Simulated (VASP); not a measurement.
Set up this calculation in VASP 6.6.1, as the native input.

```
Task                   : relaxation of the atoms
Functional             : r2SCAN
Potentials or basis    : VASP PAW PBE potentials, release 64 (Cs_sv, Cl)
Cutoff                 : 500 eV
k mesh                 : 8 × 8 × 8
Occupations            : fermi-dirac, width 0.02 eV
Spin                   : no spin polarisation
Dipole correction      : no
Further INCAR settings : ALGO = Normal; EDIFF = 1e-07; IBRION = 2; EDIFFG = -0.01; NSW = 50
```

Crystal: CsCl.

```
Cs Cl
1.0
     4.16739    0.00000    0.00000
     0.00000    4.16739    0.00000
     0.00000    0.00000    4.16739
Cs Cl
1 1
Cartesian
  0.0000 0.0000 0.0000
  2.0837 2.0837 2.0837
```

These files were run (other wordings do the same):

POSCAR

```
CsCl
1.0
    4.1673869900      0.0000000000      0.0000000000
    0.0000000000      4.1673869900      0.0000000000
    0.0000000000      0.0000000000      4.1673869900
Cs Cl
1 1
Direct
    0.0000000000      0.0000000000      0.0000000000
    0.5000000000      0.5000000000      0.5000000000
```

INCAR.step1

```
ALGO     = Normal         # electronic algorithm
EDIFF    = 1E-5           # SCF threshold, eV
EDIFFG   = -0.01          # ionic threshold
ENCUT    = 500            # plane-wave cutoff, eV
GGA      = PE             # functional
GGA_COMPAT= F            
IBRION   = 2              # ionic algorithm
ISMEAR   = -1             # smearing method
LASPH    = T              # aspherical terms in the spheres
LCHARG   = F              # write CHGCAR
LREAL    = F              # projectors in reciprocal space
LWAVE    = T              # write WAVECAR
NELM     = 120            # most SCF steps
NELMIN   = 4            
NSW      = 100            # ionic steps
PREC     = Accurate       # precision mode
SIGMA    = 0.02           # smearing width, eV
```

INCAR.step2

```
ALGO     = Normal         # electronic algorithm
EDIFF    = 1E-7           # SCF threshold, eV
EDIFFG   = -0.01          # ionic threshold
ENCUT    = 500            # plane-wave cutoff, eV
GGA_COMPAT= F            
IBRION   = 2              # ionic algorithm
ISIF     = 2              # what is computed and relaxed
ISMEAR   = -1             # smearing method
ISTART   = 1            
LASPH    = T              # aspherical terms in the spheres
LCHARG   = F              # write CHGCAR
LMIXTAU  = T            
LREAL    = F              # projectors in reciprocal space
LWAVE    = F              # write WAVECAR
METAGGA  = R2SCAN         # meta-GGA
NELM     = 120            # most SCF steps
NELMIN   = 4            
NSW      = 50             # ionic steps
PREC     = Accurate       # precision mode
SIGMA    = 0.02           # smearing width, eV
```

KPOINTS

```
k-points
0
Gamma
  8 8 8
```

Potentials or basis: VASP PAW PBE potentials, release 64 (Cs_sv, Cl).

Run with:

```console
$ cat potpaw_PBE.64/Cs_sv/POTCAR potpaw_PBE.64/Cl/POTCAR > POTCAR
$ cp INCAR.step1 INCAR
$ mpirun -np 1 vasp_std > vasp.out
$ cp INCAR.step2 INCAR
$ mpirun -np 1 vasp_std > vasp.out
```

It gave:

```
Pressure after relaxing : -0.3 GPa
Band gap on the k mesh  : 5.90 eV
```

Caveat: the relaxation stopped at its first step, so nothing moved; the PAW data sets were made with another functional, which shifts forces and pressure a little; spin-orbit coupling is left out, which moves the levels of the heavy elements.

Wall time 59 s on 1 thread of AMD EPYC 9R45 96-Core Processor (Zen 5), on a shared host, peak memory 0.15 GiB.
